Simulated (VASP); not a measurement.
A run of VASP 6.6.1:

Contents of INCAR:

```
PREC     = Accurate       # precision mode
ENCUT    = 520            # plane-wave cutoff, eV
EDIFF    = 1E-7           # SCF threshold, eV
ISMEAR   = 1              # smearing method
SIGMA    = 0.1            # smearing width, eV
LREAL    = False          # projectors in reciprocal space
LASPH    = True           # aspherical terms in the spheres
NELM     = 80             # most SCF steps
ALGO     = Normal         # electronic algorithm
ISIF     = 2              # what is computed and relaxed
LWAVE    = False          # write WAVECAR
LCHARG   = False          # write CHGCAR
GGA      = PE             # functional
NBANDS   = 32             # bands
```

File KPOINTS:

```
regular mesh
0
Gamma
  7 7 2
```

Contents of POSCAR:

```
Cd
1.0
    3.0930676400      0.0000000000      0.0000000000
   -1.5465338200      2.6786751500      0.0000000000
    0.0000000000      0.0000000000     10.4307369600
Cd
4
Direct
    0.0000000000      0.0000000000      0.0000000000
    0.3333333333      0.6666666667      0.2500000000
    0.0000000000      0.0000000000      0.5000000000
    0.6666666667      0.3333333333      0.7500000000
```

Potentials or basis: VASP PAW PBE potentials, release 64 (Cd).

Command:

```sh
$ cat potpaw_PBE.64/Cd/POTCAR > POTCAR
$ mpirun -np 1 vasp_std > vasp.out
```

Hardware: 1 thread of AMD EPYC 9R14 (Zen 4) (shared host).

Task: How long does it take, and how much memory?

Result: Wall time 31 s on 1 thread of AMD EPYC 9R14 (Zen 4), on a shared host, peak memory 0.18 GiB. Counts: scf iterations 13, k points 16.
